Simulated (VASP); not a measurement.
# BN (P6_3mc) in VASP: notebook

BN is run at these levels: r2SCAN; tasks: single point.

Everything below comes from runs of VASP 6.6.1. Logs are shortened: lines on timing, memory, paths and dates and some standing lists are left out, and cuts for length are marked.

### 1 The cell of the first run

The structure is hexagonal, space group P6_3mc (No. 186). Conventional cell: a = 2.554 Å, b = 2.554 Å, c = 4.227 Å, α = 90.00°, β = 90.00°, γ = 120.00°. Within 2.1 Å of B (site symmetry 3m) lie 4 N at 1.57 to 1.58 Å. N (site symmetry 3m) has 4 B at 1.57 to 1.58 Å within 2.1 Å.

### 2 Single point, r2SCAN

File POSCAR:

```
BN
1.0
    2.5539396000      0.0000000000      0.0000000000
   -1.2769698000      2.2117765700      0.0000000000
    0.0000000000      0.0000000000      4.2268550000
B N
2 2
Direct
    0.6666666700      0.3333333300      0.9997240000
    0.3333333300      0.6666666700      0.4997240000
    0.6666666700      0.3333333300      0.6252760000
    0.3333333300      0.6666666700      0.1252760000
```

File INCAR.step1:

```
PREC = Accurate ; ENCUT = 520
ISMEAR = 0 ; SIGMA = 0.1
LREAL = False ; LASPH = True
NELM = 60 ; NBANDS = 16
GGA = PE ; ALGO = Normal
EDIFF = 1E-4 ; LWAVE = True
LCHARG = False
```

File INCAR.step2:

```
PREC = Accurate ; ENCUT = 520
EDIFF = 1E-7 ; ISMEAR = 0
SIGMA = 0.1 ; LREAL = False
LASPH = True ; NELM = 60
ALGO = Normal ; ISIF = 2
LWAVE = False ; LCHARG = False
METAGGA = R2SCAN ; LMIXTAU = True
NBANDS = 16 ; ISTART = 1
```

File KPOINTS:

```
Automatic mesh
0
Gamma
  9 9 4
```

Potentials or basis: VASP PAW PBE potentials, release 64 (B, N).

Started as:

```sh
$ cat potpaw_PBE.64/B/POTCAR potpaw_PBE.64/N/POTCAR > POTCAR
$ cp INCAR.step1 INCAR
$ mpirun -np 1 vasp_std > vasp.out
$ cp INCAR.step2 INCAR
$ mpirun -np 1 vasp_std > vasp.out
```

OUTCAR:

```text
PREC = Accurate
   ENCUT = 520
   EDIFF = 1E-7
   ISMEAR = 0
   LREAL = False
   LASPH = True
   NELM = 60
   ISIF = 2
   METAGGA = R2SCAN
   ISTART = 1

 ion  position               nearest neighbor table
   1  0.667  0.333  1.000-   4 1.57   4 1.57   4 1.57   3 1.58
   2  0.333  0.667  0.500-   3 1.57   3 1.57   3 1.57   4 1.58
   3  0.667  0.333  0.625-   2 1.57   2 1.57   2 1.57   1 1.58
   4  0.333  0.667  0.125-   1 1.57   1 1.57   1 1.57   2 1.58

  LATTYP: Found a hexagonal cell.
 ALAT       =     2.5539396000
 C/A-ratio  =     1.6550332670

  Lattice vectors:

 A1 = (   2.5539396000,   0.0000000000,   0.0000000000)
 A2 = (  -1.2769698000,   2.2117765700,   0.0000000000)
 A3 = (   0.0000000000,   0.0000000000,   4.2268550000)

Analysis of symmetry for initial positions (statically):
=====================================================================
 Subroutine PRICEL returns:
 Original cell was already a primitive cell.

 Routine SETGRP: Setting up the symmetry group for a
 hexagonal supercell.

 Subroutine GETGRP returns: Found 12 space group operations
 (whereof  6 operations were pure point group operations)
 out of a pool of 24 trial point group operations.

The static configuration has the point symmetry C_3v.
 The point group associated with its full space group is C_6v.

Analysis of symmetry for dynamics (positions and initial velocities):
=====================================================================
 Subroutine PRICEL returns:
 Original cell was already a primitive cell.

 Routine SETGRP: Setting up the symmetry group for a
 hexagonal supercell.

 Subroutine GETGRP returns: Found 12 space group operations
 (whereof  6 operations were pure point group operations)
 out of a pool of 24 trial point group operations.

The dynamic configuration has the point symmetry C_3v.
 The point group associated with its full space group is C_6v.

 Subroutine INISYM returns: Found 12 space group operations
 (whereof  6 operations are pure point group operations),
 and found     1 'primitive' translations

----------------------------------------------------------------------------------------

                                     Primitive cell

  volume of cell :      23.8764

[... 92 lines left out ...]
   EDIFF  = 0.1E-06   stopping-criterion for ELM
   LREAL  =      F    real-space projection
   EDIFFG = 0.1E-05   stopping-criterion for IOM
   NSW    =      0    number of steps for IOM
   IBRION =     -1    ionic relax: 0-MD 1-quasi-New 2-CG
   NFREE  =      0    steps in history (QN), initial steepest desc. (CG)
   ISIF   =      2    stress and relaxation
   ISYM   =      2    0-nonsym 1-usesym 2-fastsym
   POTIM  = 0.5000    time-step for ionic-motion
   TEBEG  =    0.0;   TEEND  =   0.0 temperature during run
   PSTRESS=    0.0 pullay stress
   NELECT =      16.0000    total number of electrons
   NUPDOWN=      -1.0000    fix difference up-down
   EMIN   =  10.00;   EMAX   =-10.00  energy-range for DOS
   EFERMI =   0.00;   METHOD = LEGACY
   ISMEAR =     0;   SIGMA  =   0.10  broadening in eV -4-tet -1-fermi 0-gaus
   EFERMI_NEDOS =   21; number of points for ismear=-14 and -15
   IALGO  =     38    algorithm
   IMIX   =      4    mixing-type and parameters
     AMIX     =   0.40;   BMIX     =  1.00
     AMIX_MAG =   1.60;   BMIX_MAG =  1.00
  volume/ion in A,a.u.               =       5.97        40.28
  Fermi-wavevector in a.u.,A,eV,Ry     =   1.432600  2.707222 27.923836  2.052344
  Thomas-Fermi vector in A             =   2.552210
   LORBIT       =      0    0 simple, 1 ext, 2 COOP (PROOUT), +10 PAW based schemes
   METAGGA = R2SCAN    functional components
   LHFCALC =     F    Hartree Fock is set to
   AEXX    =    0.0000 exact exchange contribution
   IVDW    =     0    specifies the selected vdW correction
   LEPSILON=     F    determine dielectric tensor
   LRPA    =     F    only Hartree local field effects (RPA)
 non-spin polarized calculation
 Gauss-broadening in eV      SIGMA  =   0.10
  energy-cutoff  :      520.00
  volume of cell :       23.88
 maximum number of plane-waves:       652
 NGX is ok and might be reduce to    20
   NGX =  9   NGY =  9   NGZ = 15

 number of electron      16.0000000 magnetization

 Free energy of the ion-electron system (eV)
  ---------------------------------------------------
  ext. energy  EPLUGINS =         0.00000000
  ---------------------------------------------------
  free energy    TOTEN  =       -38.26447587 eV

  energy without entropy =      -38.26447587  energy(sigma->0) =      -38.26447587

 E-fermi :   7.7728     XC(G=0): -13.5802

 val. band max:        7.2763005368   @ k =   0.0000   0.0000   0.0000
 cond. band min:      12.9989692981   @ k =   0.3333   0.3333   0.0000
 fundamental gap:      5.7226687613
 Fermi energy:         7.7727737514

 k-point     1 :       0.0000    0.0000    0.0000
  band No.  band energies     occupation
      1     -14.0741      2.00000
      2      -9.8980      2.00000
      3      -3.9419      2.00000
      4       5.0965      2.00000
      5       5.0965      2.00000
      6       6.9979      2.00000
[... 433 lines left out ...]
      3      -1.7431      2.00000
      4      -1.2561      2.00000
      5      -1.2561      2.00000
      6       0.8763      2.00000
[... 8 lines left out ...]
     15      24.6450      0.00000
     16      24.6450      0.00000

 [... further k-points ...]

------------------------ aborting loop because EDIFF is reached ----------------------------------------

  FORCE on cell =-STRESS in cart. coord.  units (eV):
  Direction    XX          YY          ZZ          XY          YZ          ZX
  --------------------------------------------------------------------------------------
  -------------------------------------------------------------------------------------
  Total       -0.5137099     -0.5137099     -0.6147778      0.0000000      0.0000000      0.0000000
  in kB      -34.4714314    -34.4714313    -41.2533787      0.0000000      0.0000000      0.0000000
  external PRESSURE =     -36.7320805 kB  Pullay stress =       0.0000000 kB

 VOLUME and BASIS-vectors are now :
 -----------------------------------------------------------------------------
  energy-cutoff  :      520.00
  volume of cell :       23.88
      direct lattice vectors                 reciprocal lattice vectors
     2.553939600  0.000000000  0.000000000     0.391551938  0.226062617  0.000000000
    -1.276969800  2.211776570  0.000000000     0.000000000  0.452125234  0.000000000
     0.000000000  0.000000000  4.226855000     0.000000000  0.000000000  0.236582518

 POSITION                                       TOTAL-FORCE (eV/Angst)
 -----------------------------------------------------------------------------------
      1.27697      0.73726      4.22569         0.000000      0.000000      0.021973
     -0.00000      1.47452      2.11226        -0.000000      0.000000      0.021973
      1.27697      0.73726      2.64295        -0.000000      0.000000     -0.021973
     -0.00000      1.47452      0.52952         0.000000     -0.000000     -0.021973
 -----------------------------------------------------------------------------------
    total drift:                                0.000001     -0.000000      0.002216

  FREE ENERGIE OF THE ION-ELECTRON SYSTEM (eV)
  ---------------------------------------------------
  free  energy   TOTEN  =       -38.2644758694 eV

  energy  without entropy=      -38.2644758694  energy(sigma->0) =      -38.26447587
```

OUTCAR.step1:

```text
PREC = Accurate
   ENCUT = 520
   ISMEAR = 0
   LREAL = False
   LASPH = True
[... 687 lines left out ...]
      1.27697      0.73726      4.22569         0.000000     -0.000000      0.014839
     -0.00000      1.47452      2.11226         0.000000      0.000000      0.014839
      1.27697      0.73726      2.64295        -0.000000     -0.000000     -0.014839
     -0.00000      1.47452      0.52952         0.000000      0.000000     -0.014839
 -----------------------------------------------------------------------------------
    total drift:                                0.000001     -0.000000      0.000384

  FREE ENERGIE OF THE ION-ELECTRON SYSTEM (eV)
  ---------------------------------------------------
  free  energy   TOTEN  =       -34.8326624829 eV

  energy  without entropy=      -34.8326624829  energy(sigma->0) =      -34.83266248
```

Run time: 90 s. Hardware: 1 thread of AMD EPYC 7R13, shared host; peak memory 0.11 GiB.

What came out:

| Quantity | Value |
| --- | --- |
| Free energy | -38.2645 eV |
| Pressure | -3.7 GPa |
| Largest force | 0.022 eV/Å |
| Band gap on the k mesh | 5.72 eV (least direct gap 8.90 eV) |

Forces in eV/Å, atoms in the order of the input:
```
B    0.000  0.000  0.022
B    0.000  0.000  0.022
N    0.000  0.000 -0.022
N    0.000  0.000 -0.022
```

Levels at points of the mesh, in eV from the valence-band top:
| k point | band 4 | band 5 | band 6 | band 7 | band 8 | band 9 | band 10 | band 11 | band 12 | band 13 |
| --- | --- | --- | --- | --- | --- | --- | --- | --- | --- | --- |
| (0.00, 0.00, 0.00) | -2.18 | -2.18 | -0.28 | 0.00 | 0.00 | 9.02 | 9.02 | 9.22 | 10.07 | 11.36 |
| (0.00, 0.00, 0.50) | -5.92 | -1.20 | -1.20 | -1.20 | -1.20 | 10.13 | 10.13 | 10.62 | 10.62 | 10.62 |

Caveat: the cell stands under tension; the PAW data sets were made with another functional, which shifts forces and pressure a little.

### 3 Single point, r2SCAN

This run uses another cell than the first one, of 5.89 Å³/atom.

File POSCAR:

```
BN
1.0
    2.5433198173      0.0000000000      0.0000000000
   -1.2716599086      2.2025795717      0.0000000000
    0.0000000000      0.0000000000      4.2068437599
B N
2 2
Direct
    0.6666666667      0.3333333333      0.9998029889
    0.3333333333      0.6666666667      0.4998029889
    0.6666666667      0.3333333333      0.6251970111
    0.3333333333      0.6666666667      0.1251970111
```

File INCAR.step1:

```
SYSTEM = BN
ALGO = Normal
EDIFF = 1E-4
ENCUT = 520
GGA = PE
ISMEAR = 0
LASPH = .True.
LCHARG = .False.
LREAL = .False.
LWAVE = .True.
NBANDS = 16
NELM = 60
PREC = Accurate
SIGMA = 0.02
```

File INCAR.step2:

```
SYSTEM = BN
ALGO = Normal
EDIFF = 1E-6
ENCUT = 520
ISIF = 2
ISMEAR = 0
ISTART = 1
LASPH = .True.
LCHARG = .False.
LMIXTAU = .True.
LREAL = .False.
LWAVE = .False.
METAGGA = R2SCAN
NBANDS = 16
NELM = 60
PREC = Accurate
SIGMA = 0.02
```

File KPOINTS:

```
k-points
0
Gamma
  12 12 6
  0 0 0
```

Potentials or basis: VASP PAW PBE potentials, release 64 (B, N).

Started as:

```sh
$ cat potpaw_PBE.64/B/POTCAR potpaw_PBE.64/N/POTCAR > POTCAR
$ cp INCAR.step1 INCAR
$ mpirun -np 1 vasp_std > vasp.out
$ cp INCAR.step2 INCAR
$ mpirun -np 1 vasp_std > vasp.out
```

OUTCAR:

```text
SYSTEM = BN
   EDIFF = 1E-6
   ENCUT = 520
   ISIF = 2
   ISMEAR = 0
   ISTART = 1
   LASPH = .True.
   LREAL = .False.
   METAGGA = R2SCAN
   NELM = 60
   PREC = Accurate

 ion  position               nearest neighbor table
   1  0.667  0.333  1.000-   4 1.56   4 1.56   4 1.56   3 1.58
   2  0.333  0.667  0.500-   3 1.56   3 1.56   3 1.56   4 1.58
   3  0.667  0.333  0.625-   2 1.56   2 1.56   2 1.56   1 1.58
   4  0.333  0.667  0.125-   1 1.56   1 1.56   1 1.56   2 1.58

  LATTYP: Found a hexagonal cell.
 ALAT       =     2.5433198173
 C/A-ratio  =     1.6540757994

  Lattice vectors:

 A1 = (   2.5433198173,   0.0000000000,   0.0000000000)
 A2 = (  -1.2716599086,   2.2025795717,   0.0000000000)
 A3 = (   0.0000000000,   0.0000000000,   4.2068437599)

Analysis of symmetry for initial positions (statically):
=====================================================================
 Subroutine PRICEL returns:
 Original cell was already a primitive cell.

 Routine SETGRP: Setting up the symmetry group for a
 hexagonal supercell.

 Subroutine GETGRP returns: Found 12 space group operations
 (whereof  6 operations were pure point group operations)
 out of a pool of 24 trial point group operations.

The static configuration has the point symmetry C_3v.
 The point group associated with its full space group is C_6v.

Analysis of symmetry for dynamics (positions and initial velocities):
=====================================================================
 Subroutine PRICEL returns:
 Original cell was already a primitive cell.

 Routine SETGRP: Setting up the symmetry group for a
 hexagonal supercell.

 Subroutine GETGRP returns: Found 12 space group operations
 (whereof  6 operations were pure point group operations)
 out of a pool of 24 trial point group operations.

The dynamic configuration has the point symmetry C_3v.
 The point group associated with its full space group is C_6v.

[... 124 lines left out ...]
  Fermi-wavevector in a.u.,A,eV,Ry     =   1.438860  2.719051 28.168383  2.070318
  Thomas-Fermi vector in A             =   2.557780
   LORBIT       =      0    0 simple, 1 ext, 2 COOP (PROOUT), +10 PAW based schemes
   METAGGA = R2SCAN    functional components
   LHFCALC =     F    Hartree Fock is set to
   AEXX    =    0.0000 exact exchange contribution
   IVDW    =     0    specifies the selected vdW correction
   LEPSILON=     F    determine dielectric tensor
   LRPA    =     F    only Hartree local field effects (RPA)
 non-spin polarized calculation
 Gauss-broadening in eV      SIGMA  =   0.02
  energy-cutoff  :      520.00
  volume of cell :       23.57
 maximum number of plane-waves:       652
 NGX is ok and might be reduce to    20
   NGX =  9   NGY =  9   NGZ = 15

 number of electron      16.0000000 magnetization

 Free energy of the ion-electron system (eV)
  ---------------------------------------------------
  ext. energy  EPLUGINS =         0.00000000
  ---------------------------------------------------
  free energy    TOTEN  =       -38.26601872 eV

  energy without entropy =      -38.26601872  energy(sigma->0) =      -38.26601872

 E-fermi :   7.6364     XC(G=0): -13.6492

 val. band max:        7.4356508150   @ k =   0.0000   0.0000   0.0000
 cond. band min:      13.1537783058   @ k =   0.3333   0.3333   0.0000
 fundamental gap:      5.7181274908
 Fermi energy:         7.6363798438

 k-point     1 :       0.0000    0.0000    0.0000
  band No.  band energies     occupation
      1     -14.0653      2.00000
      2      -9.8213      2.00000
      3      -3.9024      2.00000
      4       5.2245      2.00000
      5       5.2245      2.00000
      6       7.1656      2.00000
[... 433 lines left out ...]
      3      -1.7527      2.00000
      4      -0.2350      2.00000
      5       1.1682      2.00000
      6       2.9594      2.00000
[... 8 lines left out ...]
     15      24.6717      0.00000
     16      24.9479      0.00000

 [... further k-points ...]

------------------------ aborting loop because EDIFF is reached ----------------------------------------

  FORCE on cell =-STRESS in cart. coord.  units (eV):
  Direction    XX          YY          ZZ          XY          YZ          ZX
  --------------------------------------------------------------------------------------
  -------------------------------------------------------------------------------------
  Total        0.2084599      0.2084599      0.2022958      0.0000000      0.0000000      0.0000000
  in kB       14.1724245     14.1724245     13.7533477      0.0000000      0.0000000      0.0000000
  external PRESSURE =      14.0327322 kB  Pullay stress =       0.0000000 kB

 VOLUME and BASIS-vectors are now :
 -----------------------------------------------------------------------------
  energy-cutoff  :      520.00
  volume of cell :       23.57
      direct lattice vectors                 reciprocal lattice vectors
     2.543319817  0.000000000  0.000000000     0.393186886  0.227006555  0.000000000
    -1.271659909  2.202579572  0.000000000     0.000000000  0.454013109  0.000000000
     0.000000000  0.000000000  4.206843760     0.000000000  0.000000000  0.237707901

 POSITION                                       TOTAL-FORCE (eV/Angst)
 -----------------------------------------------------------------------------------
      1.27166      0.73419      4.20601        -0.000000      0.000000     -0.004350
     -0.00000      1.46839      2.10259        -0.000000     -0.000000     -0.004350
      1.27166      0.73419      2.63011        -0.000000      0.000000      0.004350
     -0.00000      1.46839      0.52668         0.000000     -0.000000      0.004350
 -----------------------------------------------------------------------------------
    total drift:                                0.000000      0.000000      0.002255

  FREE ENERGIE OF THE ION-ELECTRON SYSTEM (eV)
  ---------------------------------------------------
  free  energy   TOTEN  =       -38.2660187186 eV

  energy  without entropy=      -38.2660187186  energy(sigma->0) =      -38.26601872
```

OUTCAR.step1:

```text
SYSTEM = BN
   EDIFF = 1E-4
   ENCUT = 520
   GGA = PE
   ISMEAR = 0
   LASPH = .True.
   LREAL = .False.
   NELM = 60
[... 686 lines left out ...]
     -0.00000      1.46839      2.10259        -0.000000      0.000000     -0.010671
      1.27166      0.73419      2.63011        -0.000000      0.000000      0.010671
     -0.00000      1.46839      0.52668         0.000000     -0.000000      0.010671
 -----------------------------------------------------------------------------------
    total drift:                                0.000000      0.000000      0.000386

  FREE ENERGIE OF THE ION-ELECTRON SYSTEM (eV)
  ---------------------------------------------------
  free  energy   TOTEN  =       -34.8270271495 eV

  energy  without entropy=      -34.8270271495  energy(sigma->0) =      -34.82702715
```

OSZICAR.step1:

```text
N       E                     dE             d eps       ncg     rms          rms(c)
DAV:   1     0.360156967694E+02    0.36016E+02   -0.83088E+03  2432   0.970E+02
DAV:   2    -0.346039038310E+02   -0.70620E+02   -0.66405E+02  3480   0.229E+02
DAV:   3    -0.367743066149E+02   -0.21704E+01   -0.21657E+01  2848   0.363E+01
DAV:   4    -0.367796543970E+02   -0.53478E-02   -0.53476E-02  2880   0.204E+00
DAV:   5    -0.367796685173E+02   -0.14120E-04   -0.14120E-04  2640   0.976E-02    0.951E+00
DAV:   6    -0.349944773044E+02    0.17852E+01   -0.22341E+00  3064   0.136E+01    0.453E+00
DAV:   7    -0.348556750051E+02    0.13880E+00   -0.32428E-01  3104   0.458E+00    0.276E+00
DAV:   8    -0.348279498013E+02    0.27725E-01   -0.53430E-02  2824   0.188E+00    0.259E-01
DAV:   9    -0.348267470714E+02    0.12027E-02   -0.19062E-03  2792   0.521E-01    0.135E-01
DAV:  10    -0.348270205527E+02   -0.27348E-03   -0.47949E-04  2856   0.171E-01    0.253E-02
DAV:  11    -0.348270271495E+02   -0.65969E-05   -0.29100E-05  1376   0.552E-02
   1 F= -.34827027E+02 E0= -.34827027E+02  d E =-.114911E-23
```

Run time: 2.4 min. Hardware: 1 thread of AMD EPYC 7R13, shared host; peak memory 0.12 GiB.

Results:

- Free energy: -38.2660 eV
- Pressure: 1.4 GPa
- Largest force: 0.004 eV/Å
- Band gap on the k mesh: 5.72 eV (least direct gap 8.99 eV)

Forces in eV/Å, atoms in the order of the input:
```
B    0.000  0.000 -0.004
B    0.000  0.000 -0.004
N    0.000  0.000  0.004
N    0.000  0.000  0.004
```

Caveat: the PAW data sets were made with another functional, which shifts forces and pressure a little.
